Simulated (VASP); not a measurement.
A run of VASP 6.6.1 is set up as follows.

The input POSCAR:

```
LiTlS2
1.0
    4.0667718535      0.0000000000      0.0000000000
    0.0000000000      4.0667718535      0.0000000000
    0.0000000000      0.0000000000      5.7187778076
Li S Tl
1 2 1
Direct
    0.0000000000      0.0000000000      0.0000000000
    0.0000000000      0.5000000000      0.2309016898
    0.5000000000      0.0000000000      0.7690983102
    0.5000000000      0.5000000000      0.5000000000
```

Contents of INCAR.step1:

```
SYSTEM = LiTlS2
ALGO = Normal
EDIFF = 1E-4
ENCUT = 520
GGA = PE
ISMEAR = 0
LASPH = .True.
LCHARG = .False.
LREAL = .False.
LWAVE = .True.
NBANDS = 22
NELM = 80
PREC = Accurate
SIGMA = 0.01
```

The input INCAR.step2:

```
SYSTEM = LiTlS2
ALGO = Normal
EDIFF = 1E-6
ENCUT = 520
ISIF = 2
ISMEAR = 0
ISTART = 1
LASPH = .True.
LCHARG = .False.
LMIXTAU = .True.
LREAL = .False.
LWAVE = .False.
METAGGA = R2SCAN
NBANDS = 22
NELM = 80
PREC = Accurate
SIGMA = 0.01
```

The input KPOINTS:

```
k-points
0
Gamma
  4 4 2
  0 0 0
```

Potentials or basis: VASP PAW PBE potentials, release 64 (Li_sv, S, Tl_d).

Command:

```sh
$ cat potpaw_PBE.64/Li_sv/POTCAR potpaw_PBE.64/S/POTCAR potpaw_PBE.64/Tl_d/POTCAR > POTCAR
$ cp INCAR.step1 INCAR
$ mpirun -np 1 vasp_std > vasp.out
$ cp INCAR.step2 INCAR
$ mpirun -np 1 vasp_std > vasp.out
```

What does it give for the band gap on the k mesh?

1.21 eV, direct.

Predict the largest force.

0.006 eV/Å.

Forces on the atoms (eV/Å):
```
Li   0.000  0.000  0.000
S    0.000  0.000 -0.006
S    0.000  0.000  0.006
Tl   0.000  0.000  0.000
```

Caveat: the k points lie up to 0.55 Å⁻¹ apart; the PAW data sets were made with another functional, which shifts forces and pressure a little; spin-orbit coupling is left out, which moves the levels of the heavy elements. A k mesh can miss the band edges.
